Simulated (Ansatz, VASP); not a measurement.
# Two plane-wave programs on PN2

```
P N
1.0
    -3.07598    3.12082    2.33073
     3.07598   -3.12082    2.33073
     3.07598    3.12082   -2.33073
P N
2 4
Cartesian
  0.0000 0.0000 1.1654
  0.0000 0.0000 3.4961
  0.8440 0.8451 0.0000
  2.2320 2.2757 2.3307
  0.8440 -0.8451 2.3307
  2.2320 3.9659 0.0000
```

Alike in both runs: functional PBE; k mesh 12 × 12 × 12; occupations gaussian, width 0.1 eV; no spin polarisation.

Ansatz relaxed the structure, and its values are those at the end. VASP's run is a single point on that final structure, the one shown.

```csv
,VASP,Ansatz
version,VASP 6.6.1,Ansatz 0.2.0
potentials or method,"VASP PAW PBE potentials, release 64 (P, N), cutoff 520 eV","scalar-relativistic, plane waves, PAW"
valence electrons in the cell,30,30
```

|  | VASP | Ansatz | Ansatz less VASP |
| --- | --- | --- | --- |
| gap on the k mesh at the Fermi level (eV) | none | none | - |
| pressure (GPa) | -0.7 | 0.0 | +0.66 |
| rms of the force components (eV/Å) | 0.040 | 0.000 | -0.0395 |

A gap of «none» marks a metal or a gap that the smearing closes.
